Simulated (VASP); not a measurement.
# W (Fm-3m) in VASP: notebook

Runs on W. Level: PBE. Tasks: single point.

Program: VASP 6.6.1. These are calculated values, not measurements. Logs are shortened: lines on timing, memory, paths and dates and some standing lists are left out, and cuts for length are marked.

## Step 1: The cell of the first run

It takes space group Fm-3m (No. 225, cubic). Conventional cell: a = 4.100 Å, b = 4.100 Å, c = 4.100 Å, α = 90.00°, β = 90.00°, γ = 90.00°. Within 3.8 Å of W (site symmetry m-3m) lie 12 W at 2.90 Å.

## Step 2: Single point, PBE

INCAR reads:

```
ALGO = Normal ; EDIFF = 1E-6
ENCUT = 520 ; GGA = PE
ISIF = 2 ; ISMEAR = -1
LASPH = True ; LCHARG = False
LREAL = False ; LWAVE = False
NBANDS = 13 ; NELM = 60
PREC = Accurate ; SIGMA = 0.3
```

KPOINTS reads:

```
k-points
0
Gamma
  12 12 12
```

POSCAR reads:

```
W
1.0
    0.0000000000      2.0501003171      2.0501003171
    2.0501003171      0.0000000000      2.0501003171
    2.0501003171      2.0501003171      0.0000000000
W
1
Direct
    0.0000000000      0.0000000000      0.0000000000
```

Potentials or basis: VASP PAW PBE potentials, release 64 (W_sv).

Command:

```console
> cat potpaw_PBE.64/W_sv/POTCAR > POTCAR
> mpirun -np 1 vasp_std > vasp.out
```

OUTCAR:

```text
EDIFF = 1E-6
   ENCUT = 520
   GGA = PE
   ISIF = 2
   ISMEAR = -1
   LASPH = True
   LREAL = False
   NELM = 60
   PREC = Accurate

 ion  position               nearest neighbor table
   1  0.000  0.000  0.000-

  LATTYP: Found a face centered cubic cell.
 ALAT       =     4.1002006342

  Lattice vectors:

 A1 = (   0.0000000000,   2.0501003171,   2.0501003171)
 A2 = (   2.0501003171,   0.0000000000,   2.0501003171)
 A3 = (   2.0501003171,   2.0501003171,   0.0000000000)

Analysis of symmetry for initial positions (statically):
=====================================================================
 Subroutine PRICEL returns:
 Original cell was already a primitive cell.

 Routine SETGRP: Setting up the symmetry group for a
 face centered cubic supercell.

 Subroutine GETGRP returns: Found 48 space group operations
 (whereof 48 operations were pure point group operations)
 out of a pool of 48 trial point group operations.

The static configuration has the point symmetry O_h .

Analysis of symmetry for dynamics (positions and initial velocities):
=====================================================================
 Subroutine PRICEL returns:
 Original cell was already a primitive cell.

 Routine SETGRP: Setting up the symmetry group for a
 face centered cubic supercell.

 Subroutine GETGRP returns: Found 48 space group operations
 (whereof 48 operations were pure point group operations)
 out of a pool of 48 trial point group operations.

The dynamic configuration has the point symmetry O_h .

 Subroutine INISYM returns: Found 48 space group operations
 (whereof 48 operations are pure point group operations),
 and found     1 'primitive' translations

----------------------------------------------------------------------------------------

                                     Primitive cell

  volume of cell :      17.2328

  direct lattice vectors                    reciprocal lattice vectors
     0.000000000  2.050100317  2.050100317    -0.243890504  0.243890504  0.243890504
     2.050100317  0.000000000  2.050100317     0.243890504 -0.243890504  0.243890504
     2.050100317  2.050100317  0.000000000     0.243890504  0.243890504 -0.243890504

  length of vectors
     2.899279673  2.899279673  2.899279673     0.422430745  0.422430745  0.422430745

  position of ions in fractional coordinates (direct lattice)
     0.000000000  0.000000000  0.000000000

  ion indices of the primitive-cell ions
   primitive index   ion index
                 1           1

----------------------------------------------------------------------------------------

 KPOINTS: k-points

Automatic generation of k-mesh.
 Grid dimensions read from file:
 generate k-points for:   12   12   12

 Generating k-lattice:

  Cartesian coordinates                     Fractional coordinates (reciprocal lattice)
    -0.020324209  0.020324209  0.020324209     0.083333333  0.000000000  0.000000000
     0.020324209 -0.020324209  0.020324209     0.000000000  0.083333333  0.000000000
     0.020324209  0.020324209 -0.020324209     0.000000000  0.000000000  0.083333333

  Length of vectors
     0.035202562  0.035202562  0.035202562

  Shift w.r.t. Gamma in fractional coordinates (k-lattice)
     0.000000000  0.000000000  0.000000000

 Subroutine IBZKPT returns following result:
 ===========================================

 Found     72 irreducible k-points:

 Following reciprocal coordinates:
            Coordinates               Weight
  0.000000  0.000000  0.000000      1.000000
  0.083333  0.000000  0.000000      8.000000
  0.166667  0.000000  0.000000      8.000000
  0.250000  0.000000  0.000000      8.000000
  0.333333  0.000000  0.000000      8.000000
  0.416667  0.000000  0.000000      8.000000
[... 16 lines left out ...]
  0.500000  0.166667  0.000000     24.000000
 -0.416667  0.166667  0.000000     24.000000
 [... further k-points ...]
   k-points           NKPTS =     72   k-points in BZ     NKDIM =     72   number of bands    NBANDS=     13
   number of dos      NEDOS =    301   number of ions     NIONS =      1
   total plane-waves  NPLWV =  13824
   dimension x,y,z NGX =    24 NGY =   24 NGZ =   24
   dimension x,y,z NGXF=    48 NGYF=   48 NGZF=   48
   ions per type =               1
   NGX,Y,Z   is equivalent  to a cutoff of  13.76, 13.76, 13.76 a.u.
   NGXF,Y,Z  is equivalent  to a cutoff of  27.52, 27.52, 27.52 a.u.
 SYSTEM =  unknown system
   PREC   = accura    normal or accurate (medium, high low for compatibility)
   ISTART =      0    job   : 0-new  1-cont  2-samecut
   ICHARG =      2    charge: 1-file 2-atom 10-const
   ISPIN  =      1    spin polarized calculation?
   LNONCOLLINEAR =      F non collinear calculations
   LSORBIT =      F    spin-orbit coupling
   LASPH  =      T    aspherical Exc in radial PAW
   ENCUT  =  520.0 eV  38.22 Ry    6.18 a.u.   5.39  5.39  5.39*2*pi/ulx,y,z
   NELM   =     60;   NELMIN=  2; NELMDL= -5     # of ELM steps
   EDIFF  = 0.1E-05   stopping-criterion for ELM
   LREAL  =      F    real-space projection
   EDIFFG = 0.1E-04   stopping-criterion for IOM
   NSW    =      0    number of steps for IOM
   IBRION =     -1    ionic relax: 0-MD 1-quasi-New 2-CG
   NFREE  =      0    steps in history (QN), initial steepest desc. (CG)
   ISIF   =      2    stress and relaxation
   ISYM   =      2    0-nonsym 1-usesym 2-fastsym
   POTIM  = 0.5000    time-step for ionic-motion
   TEBEG  =    0.0;   TEEND  =   0.0 temperature during run
   PSTRESS=    0.0 pullay stress
   NELECT =      14.0000    total number of electrons
   NUPDOWN=      -1.0000    fix difference up-down
   EMIN   =  10.00;   EMAX   =-10.00  energy-range for DOS
   EFERMI =   0.00;   METHOD = LEGACY
   ISMEAR =    -1;   SIGMA  =   0.30  broadening in eV -4-tet -1-fermi 0-gaus
   EFERMI_NEDOS =   21; number of points for ismear=-14 and -15
   IALGO  =     38    algorithm
   IMIX   =      4    mixing-type and parameters
     AMIX     =   0.40;   BMIX     =  1.00
     AMIX_MAG =   1.60;   BMIX_MAG =  1.00
  volume/ion in A,a.u.               =      17.23       116.29
  Fermi-wavevector in a.u.,A,eV,Ry     =   1.527563  2.886675 31.748488  2.333448
  Thomas-Fermi vector in A             =   2.635442
   LORBIT       =      0    0 simple, 1 ext, 2 COOP (PROOUT), +10 PAW based schemes
   GGA     = PE    functional components
   LHFCALC =     F    Hartree Fock is set to
   AEXX    =    0.0000 exact exchange contribution
   IVDW    =     0    specifies the selected vdW correction
   LEPSILON=     F    determine dielectric tensor
   LRPA    =     F    only Hartree local field effects (RPA)
 non-spin polarized calculation
  energy-cutoff  :      520.00
  volume of cell :       17.23
 maximum number of plane-waves:       487
 NGX is ok and might be reduce to    24
   NGX = 11   NGY = 11   NGZ = 11

 number of electron      13.9999999 magnetization

 Free energy of the ion-electron system (eV)
  ---------------------------------------------------
  ext. energy  EPLUGINS =         0.00000000
  ---------------------------------------------------
  free energy    TOTEN  =       -12.61938280 eV

  energy without entropy =      -12.28304384  energy(sigma->0) =      -12.45121332

 E-fermi :   9.9148     XC(G=0): -13.1621

 val. band max:        9.9045694335   @ k =   0.5000   0.1667   0.0833
 cond. band min:       9.9389583524   @ k =   0.3333   0.3333   0.0000
 fundamental gap:      0.0343889189
 Fermi energy:         9.9147511751

 k-point     1 :       0.0000    0.0000    0.0000
  band No.  band energies     occupation
      1     -63.9113      2.00000
      2     -27.6023      2.00000
      3     -27.6023      2.00000
      4     -27.6023      2.00000
      5       1.0957      2.00000
      6       9.3391      1.74398
      7       9.3391      1.74398
      8       9.3391      1.74398
      9      12.2556      0.00082
     10      12.2556      0.00082
     11      22.5464      0.00000
     12      27.5316      0.00000
     13      27.5316      0.00000

 k-point     2 :       0.0833    0.0000    0.0000
  band No.  band energies     occupation
      1     -63.9057      2.00000
      2     -27.6712      2.00000
      3     -27.6113      2.00000
      4     -27.6113      2.00000
      5       1.3816      2.00000
      6       9.1253      1.86571
      7       9.4692      1.63069
      8       9.4692      1.63069
      9      12.1440      0.00118
     10      12.1440      0.00118
     11      23.1097      0.00000
     12      26.3699      0.00000
     13      28.0641      0.00000

 k-point     3 :       0.1667    0.0000    0.0000
  band No.  band energies     occupation
      1     -63.8903      2.00000
      2     -27.8563      2.00000
      3     -27.6356      2.00000
      4     -27.6356      2.00000
      5       2.1720      2.00000
      6       8.6650      1.96944
      7       9.7293      1.29953
      8       9.7293      1.29953
      9      12.0122      0.00184
     10      12.0122      0.00184
     11      24.0109      0.00000
     12      25.1089      0.00000
     13      29.5523      0.00000
[... 305 lines left out ...]
 k-point    23 :       0.5000    0.1667    0.0000
  band No.  band energies     occupation
      1     -63.8194      2.00000
      2     -28.4759      2.00000
      3     -27.8810      2.00000
      4     -27.7902      2.00000
      5       5.3532      2.00000
      6       7.9406      1.99723
      7       9.1543      1.85310
      8      10.0868      0.72093
      9      14.6487      0.00000
     10      15.6525      0.00000
     11      19.1314      0.00000
     12      24.2847      0.00000
     13      27.1967      0.00000

 k-point    24 :      -0.4167    0.1667    0.0000
  band No.  band energies     occupation
      1     -63.8180      2.00000
      2     -28.4842      2.00000
      3     -27.9132      2.00000
      4     -27.7701      2.00000
      5       5.4380      2.00000
      6       8.0228      1.99636
      7       9.3483      1.73713
      8       9.9650      0.91641
      9      14.0063      0.00000
     10      16.2346      0.00000
     11      19.0577      0.00000
     12      24.2733      0.00000
     13      26.7560      0.00000

 [... further k-points ...]

------------------------ aborting loop because EDIFF is reached ----------------------------------------

  FORCE on cell =-STRESS in cart. coord.  units (eV):
  Direction    XX          YY          ZZ          XY          YZ          ZX
  --------------------------------------------------------------------------------------
  -------------------------------------------------------------------------------------
  Total       -1.0873268     -1.0873268     -1.0873268      0.0000000      0.0000000      0.0000000
  in kB     -101.0916588   -101.0916588   -101.0916588      0.0000000      0.0000000      0.0000000
  external PRESSURE =    -101.0916588 kB  Pullay stress =       0.0000000 kB

 VOLUME and BASIS-vectors are now :
 -----------------------------------------------------------------------------
  energy-cutoff  :      520.00
  volume of cell :       17.23
      direct lattice vectors                 reciprocal lattice vectors
     0.000000000  2.050100317  2.050100317    -0.243890504  0.243890504  0.243890504
     2.050100317  0.000000000  2.050100317     0.243890504 -0.243890504  0.243890504
     2.050100317  2.050100317  0.000000000     0.243890504  0.243890504 -0.243890504

 POSITION                                       TOTAL-FORCE (eV/Angst)
 -----------------------------------------------------------------------------------
      0.00000      0.00000      0.00000        -0.000000      0.000000      0.000000
 -----------------------------------------------------------------------------------
    total drift:                               -0.000000     -0.000000     -0.000000

  FREE ENERGIE OF THE ION-ELECTRON SYSTEM (eV)
  ---------------------------------------------------
  free  energy   TOTEN  =       -12.6193828031 eV

  energy  without entropy=      -12.2830438410  energy(sigma->0) =      -12.45121332
```

Run time: 34 s. Hardware: 1 thread of AMD EPYC 7R13, shared host; peak memory 0.12 GiB.

What came out:

```
Free energy            : -12.6194 eV
Pressure               : -10.1 GPa
Band gap on the k mesh : zero (band 7 reaches 12.62 eV, above the bottom of band 8 at 9.34 eV)
```

Levels at points of the mesh, in eV from the Fermi level:
```tsv
k point	band 5	band 6	band 7	band 8	band 9	band 10
(0.00, 0.00, 0.00)	-8.82	-0.58	-0.58	-0.58	2.34	2.34
(0.50, 0.00, 0.00)	-5.42	-0.78	-0.78	0.42	4.64	4.64
(0.50, 0.50, 0.00)	-5.23	-4.30	2.71	4.61	5.31	5.31
```

Caveat: spin-orbit coupling is left out, which moves the levels of the heavy elements.

## Step 3: Single point, PBE

This run uses another cell than the first one, of 17.73 Å³/atom, 1.029 times its volume.

INCAR reads:

```
SYSTEM = W
ALGO = Normal ; EDIFF = 1E-7
ENCUT = 520 ; GGA = PE
ISIF = 2 ; ISMEAR = -1
LASPH = .True. ; LCHARG = .True.
LELF = .True. ; LREAL = .False.
LVHAR = .True. ; LWAVE = .False.
NBANDS = 13 ; NELM = 80
PREC = Accurate ; SIGMA = 0.3
```

KPOINTS reads:

```
k-points
0
Gamma
  12 12 12
  0 0 0
```

POSCAR reads:

```
W
1.0
    0.0000000000      2.0698140295      2.0698140295
    2.0698140295      0.0000000000      2.0698140295
    2.0698140295      2.0698140295      0.0000000000
W
1
Direct
    0.0000000000      0.0000000000      0.0000000000
```

Potentials or basis: VASP PAW PBE potentials, release 64 (W_sv).

Command:

```console
> cat potpaw_PBE.64/W_sv/POTCAR > POTCAR
> mpirun -np 1 vasp_std > vasp.out
```

It took 44 s on 1 thread of AMD EPYC 7R13, shared host; peak memory 0.12 GiB.

It converged, with:

| Quantity | Value |
| --- | --- |
| Free energy | -12.5776 eV |
| Pressure | -16.5 GPa |
| Band gap on the k mesh | zero (band 7 reaches 12.12 eV, above the bottom of band 8 at 8.99 eV) |

Levels at points of the mesh, in eV from the Fermi level:
```csv
k point,band 4,band 5,band 6,band 7,band 8,band 9,band 10,band 11
"(0.00, 0.00, 0.00)",-37.61,-8.67,-0.55,-0.55,-0.55,2.25,2.25,12.59
"(0.50, 0.00, 0.00)",-37.73,-5.28,-0.74,-0.74,0.35,4.45,4.45,9.10
"(0.50, 0.50, 0.00)",-37.93,-5.05,-4.13,2.57,4.42,5.09,5.09,11.01
```

Caveat: spin-orbit coupling is left out, which moves the levels of the heavy elements.
